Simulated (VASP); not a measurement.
# NbP (I4_1md) in VASP: notebook

NbP is run at these levels: PBEsol; tasks: single point.

Program: VASP 6.6.1. These are calculated values, not measurements. Logs are shortened: lines on timing, memory, paths and dates and some standing lists are left out, and cuts for length are marked.

## (1) The cell of the first run

The structure is tetragonal, space group I4_1md (No. 109). Conventional cell: a = 3.173 Å, b = 3.173 Å, c = 10.875 Å, α = 90.00°, β = 90.00°, γ = 90.00°. Nb (site symmetry 2mm) has 6 P at 2.41 to 2.42 Å and 8 Nb at 3.15 to 3.17 Å within 3.2 Å. Within 3.2 Å of P (site symmetry 2mm) lie 6 Nb at 2.41 to 2.42 Å and 8 P at 3.15 to 3.17 Å.

## (2) Single point, PBEsol

Input file INCAR:

```
SYSTEM = NbP
ALGO = Normal
EDIFF = 1E-6
ENCUT = 520
GGA = PS
ISIF = 2
ISMEAR = 0
LASPH = .TRUE.
LCHARG = .FALSE.
LREAL = .FALSE.
LWAVE = .FALSE.
NBANDS = 26
NELM = 100
PREC = Accurate
SIGMA = 0.05
```

Input file KPOINTS:

```
k-points
0
G
  10 10 10
  0 0 0
```

Input file POSCAR:

```
NbP
1.0
    0.0000000000     -3.1732031972      0.0000000000
    3.1732031972      0.0000000000      0.0000000000
   -1.5866015986      1.5866015986      5.4374221530
Nb P
2 2
Direct
    0.7498808000      0.7498808000      0.4997616000
    0.4998808000      0.9998808000      0.9997616000
    0.3327477700      0.3327477700      0.6654955400
    0.0827477800      0.5827477800      0.1654955600
```

Potentials or basis: VASP PAW PBE potentials, release 64 (Nb_sv, P).

On the command line:

```bash
cat potpaw_PBE.64/Nb_sv/POTCAR potpaw_PBE.64/P/POTCAR > POTCAR
mpirun -np 1 vasp_std > vasp.out
```

OUTCAR:

```text
SYSTEM = NbP
   EDIFF = 1E-6
   ENCUT = 520
   GGA = PS
   ISIF = 2
   ISMEAR = 0
   LASPH = .TRUE.
   LREAL = .FALSE.
   NELM = 100
   PREC = Accurate

 ion  position               nearest neighbor table
   1  0.750  0.750  0.500-   4 2.41   4 2.41   3 2.42   3 2.42   3 2.42   3 2.42
   2  0.500  1.000  1.000-   3 2.41   3 2.41   4 2.42   4 2.42   4 2.42   4 2.42
   3  0.333  0.333  0.665-   2 2.41   2 2.41   1 2.42   1 2.42   1 2.42   1 2.42
   4  0.083  0.583  0.165-   1 2.41   1 2.41   2 2.42   2 2.42   2 2.42   2 2.42

  LATTYP: Found a body centered tetragonal cell.
 ALAT       =     3.1732031972
 C/A-ratio  =     3.4270872775

  Lattice vectors:

 A1 = (  -1.5866015986,  -1.5866015986,  -5.4374221530)
 A2 = (   1.5866015986,   1.5866015986,  -5.4374221530)
 A3 = (   1.5866015986,  -1.5866015986,   5.4374221530)

Analysis of symmetry for initial positions (statically):
=====================================================================
 Subroutine PRICEL returns:
 Original cell was already a primitive cell.

 Routine SETGRP: Setting up the symmetry group for a
 body centered tetragonal supercell.

 Subroutine GETGRP returns: Found  8 space group operations
 (whereof  4 operations were pure point group operations)
 out of a pool of 16 trial point group operations.

The static configuration has the point symmetry C_2v.
 The point group associated with its full space group is C_4v.

Analysis of symmetry for dynamics (positions and initial velocities):
=====================================================================
 Subroutine PRICEL returns:
 Original cell was already a primitive cell.

 Routine SETGRP: Setting up the symmetry group for a
 body centered tetragonal supercell.

 Subroutine GETGRP returns: Found  8 space group operations
 (whereof  4 operations were pure point group operations)
 out of a pool of 16 trial point group operations.

The dynamic configuration has the point symmetry C_2v.
 The point group associated with its full space group is C_4v.

 Subroutine INISYM returns: Found  8 space group operations
 (whereof  4 operations are pure point group operations),
 and found     1 'primitive' translations

----------------------------------------------------------------------------------------

                                     Primitive cell

  volume of cell :      54.7506

  direct lattice vectors                    reciprocal lattice vectors
     0.000000000 -3.173203197  0.000000000     0.000000000 -0.315138974  0.091955339
     3.173203197  0.000000000  0.000000000     0.315138974  0.000000000  0.091955339
    -1.586601599  1.586601599  5.437422153     0.000000000  0.000000000  0.183910679

  length of vectors
     3.173203197  3.173203197  5.882190828     0.328280912  0.328280912  0.183910679

  position of ions in fractional coordinates (direct lattice)
     0.749880800  0.749880800  0.499761600
     0.499880800  0.999880800  0.999761600
     0.332747770  0.332747770  0.665495540
     0.082747780  0.582747780  0.165495560

  ion indices of the primitive-cell ions
   primitive index   ion index
                 1           1
                 2           2
                 3           3
                 4           4

----------------------------------------------------------------------------------------

 KPOINTS: k-points

Automatic generation of k-mesh.
 Grid dimensions read from file:
 generate k-points for:   10   10   10

 Generating k-lattice:

  Cartesian coordinates                     Fractional coordinates (reciprocal lattice)
     0.000000000 -0.031513897  0.009195534     0.100000000  0.000000000  0.000000000
     0.031513897  0.000000000  0.009195534     0.000000000  0.100000000  0.000000000
     0.000000000  0.000000000  0.018391068     0.000000000  0.000000000  0.100000000

  Length of vectors
     0.032828091  0.032828091  0.018391068

  Shift w.r.t. Gamma in fractional coordinates (k-lattice)
     0.000000000  0.000000000  0.000000000

 Subroutine IBZKPT returns following result:
 ===========================================

 Found    102 irreducible k-points:

 Following reciprocal coordinates:
            Coordinates               Weight
  0.000000  0.000000  0.000000      1.000000
  0.100000  0.000000  0.000000      8.000000
  0.200000  0.000000  0.000000      8.000000
  0.300000  0.000000  0.000000      8.000000
  0.400000  0.000000  0.000000      8.000000
  0.500000  0.000000  0.000000      4.000000
[... 16 lines left out ...]
  0.300000  0.300000  0.000000      8.000000
  0.400000  0.300000  0.000000     16.000000
 [... further k-points ...]
   k-points           NKPTS =    102   k-points in BZ     NKDIM =    102   number of bands    NBANDS=     26
   number of dos      NEDOS =    301   number of ions     NIONS =      4
   total plane-waves  NPLWV =  27648
   dimension x,y,z NGX =    24 NGY =   24 NGZ =   48
   dimension x,y,z NGXF=    48 NGYF=   48 NGZF=   96
   ions per type =               2   2
   NGX,Y,Z   is equivalent  to a cutoff of  12.57, 12.57, 13.57 a.u.
   NGXF,Y,Z  is equivalent  to a cutoff of  25.15, 25.15, 27.13 a.u.
 SYSTEM =  NbP
   PREC   = accura    normal or accurate (medium, high low for compatibility)
   ISTART =      0    job   : 0-new  1-cont  2-samecut
   ICHARG =      2    charge: 1-file 2-atom 10-const
   ISPIN  =      1    spin polarized calculation?
   LNONCOLLINEAR =      F non collinear calculations
   LSORBIT =      F    spin-orbit coupling
   LASPH  =      T    aspherical Exc in radial PAW
   ENCUT  =  520.0 eV  38.22 Ry    6.18 a.u.   5.90  5.90 10.94*2*pi/ulx,y,z
   NELM   =    100;   NELMIN=  2; NELMDL= -5     # of ELM steps
   EDIFF  = 0.1E-05   stopping-criterion for ELM
   LREAL  =      F    real-space projection
   EDIFFG = 0.1E-04   stopping-criterion for IOM
   NSW    =      0    number of steps for IOM
   IBRION =     -1    ionic relax: 0-MD 1-quasi-New 2-CG
   NFREE  =      0    steps in history (QN), initial steepest desc. (CG)
   ISIF   =      2    stress and relaxation
   ISYM   =      2    0-nonsym 1-usesym 2-fastsym
   POTIM  = 0.5000    time-step for ionic-motion
   TEBEG  =    0.0;   TEEND  =   0.0 temperature during run
   PSTRESS=    0.0 pullay stress
   NELECT =      36.0000    total number of electrons
   NUPDOWN=      -1.0000    fix difference up-down
   EMIN   =  10.00;   EMAX   =-10.00  energy-range for DOS
   EFERMI =   0.00;   METHOD = LEGACY
   ISMEAR =     0;   SIGMA  =   0.05  broadening in eV -4-tet -1-fermi 0-gaus
   EFERMI_NEDOS =   21; number of points for ismear=-14 and -15
   IALGO  =     38    algorithm
   IMIX   =      4    mixing-type and parameters
     AMIX     =   0.40;   BMIX     =  1.00
     AMIX_MAG =   1.60;   BMIX_MAG =  1.00
  volume/ion in A,a.u.               =      13.69        92.37
  Fermi-wavevector in a.u.,A,eV,Ry     =   1.423572  2.690161 27.572979  2.026557
  Thomas-Fermi vector in A             =   2.544155
   LORBIT       =      0    0 simple, 1 ext, 2 COOP (PROOUT), +10 PAW based schemes
   GGA     = PS    functional components
   LHFCALC =     F    Hartree Fock is set to
   AEXX    =    0.0000 exact exchange contribution
   IVDW    =     0    specifies the selected vdW correction
   LEPSILON=     F    determine dielectric tensor
   LRPA    =     F    only Hartree local field effects (RPA)
 non-spin polarized calculation
 Gauss-broadening in eV      SIGMA  =   0.05
  energy-cutoff  :      520.00
  volume of cell :       54.75
 maximum number of plane-waves:      1512
   NGX = 11   NGY = 11   NGZ = 21

 number of electron      35.9999994 magnetization

 Free energy of the ion-electron system (eV)
  ---------------------------------------------------
  ext. energy  EPLUGINS =         0.00000000
  ---------------------------------------------------
  free energy    TOTEN  =       -37.10954491 eV

  energy without entropy =      -37.10860468  energy(sigma->0) =      -37.10907479

 E-fermi :  12.7461     XC(G=0): -12.9039

 val. band max:       12.7155994955   @ k =   0.5000   0.0000   0.0000
 cond. band min:      12.7468436297   @ k =   0.5000   0.0000   0.1000
 fundamental gap:      0.0312441342
 Fermi energy:        12.7461175699

 k-point     1 :       0.0000    0.0000    0.0000
  band No.  band energies     occupation
      1     -41.6414      2.00000
      2     -41.5611      2.00000
      3     -18.2320      2.00000
      4     -17.7718      2.00000
      5     -17.7718      2.00000
      6     -17.5812      2.00000
[... 18 lines left out ...]
     25      17.6628      0.00000
     26      17.6628      0.00000

 k-point     2 :       0.1000    0.0000    0.0000
  band No.  band energies     occupation
      1     -41.6362      2.00000
      2     -41.5590      2.00000
      3     -18.2143      2.00000
      4     -17.8238      2.00000
      5     -17.7678      2.00000
      6     -17.6320      2.00000
[... 18 lines left out ...]
     25      17.6603      0.00000
     26      18.2818      0.00000

 k-point     3 :       0.2000    0.0000    0.0000
  band No.  band energies     occupation
      1     -41.6225      2.00000
      2     -41.5539      2.00000
      3     -18.1726      2.00000
      4     -17.9511      2.00000
      5     -17.7575      2.00000
      6     -17.7507      2.00000
[... 18 lines left out ...]
     25      18.4103      0.00000
     26      19.4808      0.00000

 k-point     4 :       0.3000    0.0000    0.0000
  band No.  band energies     occupation
      1     -41.6047      2.00000
      2     -41.5484      2.00000
      3     -18.1831      2.00000
      4     -18.0462      2.00000
      5     -17.8762      2.00000
      6     -17.7445      2.00000
[... 18 lines left out ...]
     25      18.6706      0.00000
     26      20.4194      0.00000
[... 496 lines left out ...]
      1     -41.6074      2.00000
      2     -41.5433      2.00000
      3     -18.1413      2.00000
      4     -17.9548      2.00000
      5     -17.9015      2.00000
      6     -17.7489      2.00000
[... 18 lines left out ...]
     25      18.1730      0.00000
     26      19.5769      0.00000

 k-point    23 :       0.3000    0.3000    0.0000
  band No.  band energies     occupation
      1     -41.5661      2.00000
      2     -41.5391      2.00000
      3     -18.1152      2.00000
      4     -18.1115      2.00000
      5     -17.9268      2.00000
      6     -17.8553      2.00000
[... 18 lines left out ...]
     25      19.1433      0.00000
     26      19.4075      0.00000

 k-point    24 :       0.4000    0.3000    0.0000
  band No.  band energies     occupation
      1     -41.5526      2.00000
      2     -41.5341      2.00000
      3     -18.2244      2.00000
      4     -18.0942      2.00000
      5     -17.9700      2.00000
      6     -17.8702      2.00000
[... 18 lines left out ...]
     25      19.0744      0.00000
     26      19.4346      0.00000

 [... further k-points ...]
[... 5 lines left out ...]
  --------------------------------------------------------------------------------------
  -------------------------------------------------------------------------------------
  Total       12.5164527     12.5164527     10.1710971      0.0000000      0.0000000      0.0000000
  in kB      366.2714164    366.2714164    297.6388119      0.0000000      0.0000000      0.0000000
  external PRESSURE =     343.3938816 kB  Pullay stress =       0.0000000 kB

 VOLUME and BASIS-vectors are now :
 -----------------------------------------------------------------------------
  energy-cutoff  :      520.00
  volume of cell :       54.75
      direct lattice vectors                 reciprocal lattice vectors
     0.000000000 -3.173203197  0.000000000     0.000000000 -0.315138974  0.091955339
     3.173203197  0.000000000  0.000000000     0.315138974  0.000000000  0.091955339
    -1.586601599  1.586601599  5.437422153     0.000000000  0.000000000  0.183910679

 POSITION                                       TOTAL-FORCE (eV/Angst)
 -----------------------------------------------------------------------------------
      1.58660     -1.58660      2.71741        -0.000000      0.000000      0.080724
      1.58660      0.00000      5.43613         0.000000      0.000000      0.080724
     -0.00000      0.00000      3.61858         0.000000      0.000000     -0.080724
      1.58660      0.00000      0.89987         0.000000     -0.000000     -0.080724
 -----------------------------------------------------------------------------------
    total drift:                               -0.000001      0.000001      0.000057

  FREE ENERGIE OF THE ION-ELECTRON SYSTEM (eV)
  ---------------------------------------------------
  free  energy   TOTEN  =       -37.1095449113 eV

  energy  without entropy=      -37.1086046784  energy(sigma->0) =      -37.10907479
```

Run time: 62 s. Hardware: 1 thread of Intel Xeon Platinum 8375C at 2.90GHz (Ice Lake), shared host; peak memory 0.25 GiB.

Results:

* Free energy: -37.1095 eV
* Pressure: 34.3 GPa
* Largest force: 0.081 eV/Å
* Band gap on the k mesh: zero (band 18 reaches 12.90 eV, above the bottom of band 19 at 12.70 eV)

Forces in eV/Å, atoms in the order of the input:
```
Nb   0.000  0.000  0.081
Nb   0.000  0.000  0.081
P    0.000  0.000 -0.081
P    0.000  0.000 -0.081
```

Caveat: the PAW data sets were made with another functional, which shifts forces and pressure a little.

## (3) Single point, PBEsol

This run uses another cell than the first one, of 16.10 Å³/atom, 1.176 times its volume.

Input file INCAR:

```
SYSTEM = NbP
PREC = Accurate
ENCUT = 520
EDIFF = 1E-6
ISMEAR = 0
SIGMA = 0.05
LREAL = .FALSE.
LASPH = .TRUE.
NELM = 80
ALGO = Normal
ISIF = 2
LWAVE = .FALSE.
LCHARG = .TRUE.
GGA = PS
LELF = .TRUE.
LVHAR = .TRUE.
NBANDS = 26
```

Input file KPOINTS:

```
Automatic mesh
0
G
  10 10 10
  0 0 0
```

Input file POSCAR:

```
NbP
1.0
    0.0000000000     -3.3498465088      0.0000000000
    3.3498465088      0.0000000000      0.0000000000
   -1.6749232544      1.6749232544      5.7401081759
Nb P
2 2
Direct
    0.7498808000      0.7498808000      0.4997616000
    0.4998808000      0.9998808000      0.9997616000
    0.3327477700      0.3327477700      0.6654955400
    0.0827477800      0.5827477800      0.1654955600
```

Potentials or basis: VASP PAW PBE potentials, release 64 (Nb_sv, P).

On the command line:

```bash
cat potpaw_PBE.64/Nb_sv/POTCAR potpaw_PBE.64/P/POTCAR > POTCAR
mpirun -np 1 vasp_std > vasp.out
```

Run time: 2 min. Hardware: 1 thread of Intel Xeon Platinum 8375C at 2.90GHz (Ice Lake), shared host; peak memory 0.28 GiB.

Results (log left out):

* Free energy: -37.7863 eV
* Pressure: -6.6 GPa
* Largest force: 0.012 eV/Å
* Band gap on the k mesh: zero (band 18 reaches 10.57 eV, above the bottom of band 19 at 10.42 eV)

Forces on the atoms (eV/Å):
```
Nb   0.000  0.000  0.012
Nb   0.000  0.000  0.012
P    0.000  0.000 -0.012
P    0.000  0.000 -0.012
```

Levels at points of the mesh, in eV from the Fermi level:
| k point | band 15 | band 16 | band 17 | band 18 | band 19 | band 20 | band 21 | band 22 |
| --- | --- | --- | --- | --- | --- | --- | --- | --- |
| (0.00, 0.00, 0.00) | -2.15 | -1.72 | -1.34 | -1.34 | 0.84 | 1.60 | 2.65 | 3.15 |
| (0.50, 0.00, 0.00) | -2.29 | -1.87 | -1.52 | -0.12 | 0.07 | 1.31 | 2.44 | 2.63 |
| (0.50, 0.50, 0.00) | -2.84 | -2.84 | -0.44 | -0.44 | 2.96 | 2.96 | 3.06 | 3.06 |
| (0.00, 0.00, 0.50) | -2.68 | -2.68 | -0.50 | -0.50 | 1.19 | 1.19 | 2.30 | 2.30 |

Caveat: the PAW data sets were made with another functional, which shifts forces and pressure a little.

## (4) Single point, PBEsol

This run uses another cell than the first one, of 16.10 Å³/atom, 1.176 times its volume.

Input file INCAR:

```
PREC = Accurate
ENCUT = 520
EDIFF = 1E-7
ISMEAR = 0
SIGMA = 0.05
LREAL = False
LASPH = True
NELM = 80
ALGO = Normal
ISIF = 2
LWAVE = False
LCHARG = True
GGA = PS
LELF = True
LVHAR = True
NBANDS = 26
```

Input file KPOINTS:

```
Automatic mesh
0
Gamma
  10 10 10
```

POSCAR is that of step 3.

On the command line:

```bash
cat potpaw_PBE.64/Nb_sv/POTCAR potpaw_PBE.64/P/POTCAR > POTCAR
mpirun -np 1 vasp_std > vasp.out
```

Wall time 2.5 min (1 thread of Intel Xeon Platinum 8375C at 2.90GHz (Ice Lake), shared host); peak memory 0.28 GiB.

The run converged. Its results:

```
Free energy            : -37.7863 eV
Pressure               : -6.6 GPa
Largest force          : 0.012 eV/Å
Band gap on the k mesh : zero (band 18 reaches 10.57 eV, above the bottom of band 19 at 10.42 eV)
```

Forces on the atoms (eV/Å):
```
Nb   0.000  0.000  0.012
Nb   0.000  0.000  0.012
P    0.000  0.000 -0.012
P    0.000  0.000 -0.012
```

Levels at points of the mesh, in eV from the Fermi level:
```
           k point  band 16  band 17  band 18  band 19  band 20  band 21
(0.00, 0.00, 0.00)    -1.72    -1.34    -1.34     0.84     1.60     2.65
(0.50, 0.00, 0.00)    -1.87    -1.52    -0.12     0.07     1.31     2.44
(0.50, 0.50, 0.00)    -2.84    -0.44    -0.44     2.96     2.96     3.06
(0.00, 0.00, 0.50)    -2.68    -0.50    -0.50     1.19     1.19     2.30
```

Caveat: the PAW data sets were made with another functional, which shifts forces and pressure a little.
